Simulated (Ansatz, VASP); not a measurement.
# Two plane-wave programs on Ru

```
Ru
1.0
     2.67532    0.00000    0.00000
    -1.33766    2.31689    0.00000
     0.00000    0.00000    4.29817
Ru
2
Direct
  0.33333 0.66667 0.25000
  0.66667 0.33333 0.75000
```

Alike in both runs: task single point; functional PBEsol; k mesh 21 × 21 × 12; occupations gaussian, width 0.15 eV; no spin polarisation.

|  | VASP | Ansatz |
| --- | --- | --- |
| version | VASP 6.6.1 | Ansatz 0.2.0 |
| potentials or method | VASP PAW PBE potentials, release 64 (Ru_pv), cutoff 520 eV | scalar-relativistic, plane waves, PAW |
| valence electrons in the cell | 28 | 32 |

Ansatz gave:

```
gap on the k mesh at the Fermi level (eV)                     : none
pressure (GPa)                                                : -0.1
traceless stress, the component that is largest in VASP (GPa) : -5.75
```

Question: What did VASP give for the same quantities?

Answer: gap on the k mesh at the Fermi level (eV): none; pressure (GPa): -0.1; traceless stress, the component that is largest in VASP (GPa): -5.74.

VASP's potentials were made for PBE, not for PBEsol, and Ansatz warns of the same on its side. A gap of «none» marks a metal or a gap that the smearing closes. With one functional, cell and mesh, what is left measures potentials, basis and numerics. VASP's potentials hold 28 valence electrons a cell and Ansatz's 32, so a difference there can come from the potentials and not from the codes.
